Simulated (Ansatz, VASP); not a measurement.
Sb2Se3: VASP beside Ansatz

The input INCAR:

```
SYSTEM = Sb2Se3
  PREC = Accurate
  ENCUT = 520
  EDIFF = 1E-7
  ISMEAR = -1
  SIGMA = 0.1
  LREAL = .False.
  LASPH = .True.
  NELM = 60
  ALGO = Normal
  ISIF = 2
  LWAVE = .False.
  LCHARG = .False.
  GGA = PS
  NBANDS = 39
```

File KPOINTS:

```
regular mesh
0
Gamma
  7 7 3
  0 0 0
```

POSCAR

```
Sb2Se3
1.0
    0.0000000000      3.9830990000      0.0000000000
    7.1072340000     -1.9915490000      0.0000000000
    0.8767270000      0.0000000000     -9.7466970000
Sb Se
4 6
Direct
    0.6121100000      0.2242200000      0.5583100000
    0.3878900000      0.7757800000      0.4416900000
    0.2033800000      0.4067600000      0.8587100000
    0.7966200000      0.5932400000      0.1412900000
    0.0292900000      0.0585800000      0.7128600000
    0.9707100000      0.9414200000      0.2871400000
    0.7784800000      0.5569600000      0.6602100000
    0.2215200000      0.4430400000      0.3397900000
    0.3739500000      0.7479000000      0.9647000000
    0.6260500000      0.2521000000      0.0353000000
```

Input for Ansatz:

```yaml
crystal:
  lattice:
    - [0.0, 3.983099, 0.0]
    - [7.107234, -1.991549, 0.0]
    - [0.876727, 0.0, -9.746697]
  atoms:
    - { symbol: Sb, position: [0.61211, 0.22422, 0.55831] }
    - { symbol: Sb, position: [0.38789, 0.77578, 0.44169] }
    - { symbol: Sb, position: [0.20338, 0.40676, 0.85871] }
    - { symbol: Sb, position: [0.79662, 0.59324, 0.14129] }
    - { symbol: Se, position: [0.02929, 0.05858, 0.71286] }
    - { symbol: Se, position: [0.97071, 0.94142, 0.28714] }
    - { symbol: Se, position: [0.77848, 0.55696, 0.66021] }
    - { symbol: Se, position: [0.22152, 0.44304, 0.33979] }
    - { symbol: Se, position: [0.37395, 0.7479, 0.9647] }
    - { symbol: Se, position: [0.62605, 0.2521, 0.0353] }
  symmetry: { tolerance: 0.0003 }
kpoints:
  mp_grid: { grid: [7, 7, 3], shift: [0, 0, 0] }
  band_path:
    path:
      - [0.0, 0.0, 0.0]
      - [0.53957772, -0.26978886, 0.0]
      - [0.46042228, -0.73021114, 0.0]
      - [0.0, -0.5, 0.0]
      - [0.0, 0.0, 0.0]
      - [0.0, -0.5, -0.5]
      - [0.46557256, -0.73278628, -0.5]
      - [0.53442744, -0.26721372, -0.5]
      - [0.0, 0.0, -0.5]
      - [0.0, 0.0, 0.0]
      - [0.5, -0.5, -0.5]
    npoints: 6
magnetization:
  spin_polarized: false
scf:
  occupations: { method: fermi_dirac }
  lower_state_search: "off"
  max_iter: 200
hamiltonian:
  pseudopotentials: { kind: paw }
  xc: pbesol
basis:
  ecutwfc: 420
  fft_grid_basis: typed
output:
  forces: true
  stress: true
  eigenvalues: true
  populations: true
  elf: true
  write_potential: true
  volumetric_format: npy
  dos:
    e_range: [-12, 8]
    de: 0.05
    projected: { site_lists: { Sb: [Sb], Se: [Se] } }
checkpoint:
  read: saved_state
```

Alike in both runs: task single point; functional PBEsol; k mesh 7 × 7 × 3; no spin polarisation.

|  | VASP | Ansatz |
| --- | --- | --- |
| version | VASP 6.6.1 | Ansatz 0.2.0 |
| potentials or method | VASP PAW PBE potentials, release 64 (Sb, Se), cutoff 520 eV | PAW plane waves |
| occupations | fermi-dirac, width 0.1 eV | fermi-dirac |
| valence electrons in the cell | 56 | 156 |

|  | VASP | Ansatz | Ansatz less VASP |
| --- | --- | --- | --- |
| pressure (GPa) | 0.0 | -0.1 | -0.11 |
| traceless stress, the component that is largest in VASP (GPa) | -0.66 | -0.67 | -0.003 |
| rms of the force components (eV/Å) | 0.120 | 0.109 | -0.0110 |

VASP's potentials were made for PBE, not for PBEsol. Atom by atom the forces differ by 0.021 eV/Å (rms over components). VASP's potentials hold 56 valence electrons a cell and Ansatz's 156, so a difference there can come from the potentials and not from the codes.

Spin-orbit coupling is off throughout.
